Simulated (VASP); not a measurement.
Write the native input for VASP 6.6.1 that does the following.

```yaml
Task: relaxation of the atoms
Functional: LDA
Potentials_or_basis: VASP PAW LDA potentials, release 64 (Al, N)
Cutoff: 520 eV
k_mesh: 9 × 9 × 6
Occupations: gaussian, width 0.05 eV
Spin: no spin polarisation
Dipole_correction: no
Further_INCAR_settings: ALGO = Normal; EDIFF = 1e-07; IBRION = 2; EDIFFG = -0.01; NSW = 50
```

The structure of AlN lies in POSCAR:

```
AlN
1.0
    3.0268000000      0.0000000000      0.0000000000
   -1.5134000000      2.6212856922      0.0000000000
    0.0000000000      0.0000000000      5.5368000000
Al N
2 2
Direct
    0.3333333333      0.6666666667      0.0015210172
    0.6666666667      0.3333333333      0.5015210172
    0.3333333333      0.6666666667      0.3834789828
    0.6666666667      0.3333333333      0.8834789828
```

These files were run (other wordings do the same):

INCAR

```
  PREC = Accurate
  ENCUT = 520
  EDIFF = 1E-7
  ISMEAR = 0
  SIGMA = 0.05
  LREAL = False
  LASPH = True
  NELM = 60
  ALGO = Normal
  ISIF = 2
  LWAVE = False
  LCHARG = False
  GGA = CA
  IBRION = 2
  NSW = 50
  EDIFFG = -0.01
```

KPOINTS

```
regular mesh
0
Gamma
  9 9 6
```

Potentials or basis: VASP PAW LDA potentials, release 64 (Al, N).

The run is started by

```console
$ cat potpaw_LDA.64/Al/POTCAR potpaw_LDA.64/N/POTCAR > POTCAR
$ mpirun -np 1 vasp_std > vasp.out
```

It gave:

```yaml
Energy_gained_by_relaxing: 8.3 meV/atom
Ionic_steps: 3
Pressure_after_relaxing: -10.6 GPa
Band_gap_on_the_k_mesh: 3.07 eV, direct
```

It took 33 s on 1 thread of Intel Xeon 6975P-C (shared host), peak memory 0.15 GiB.
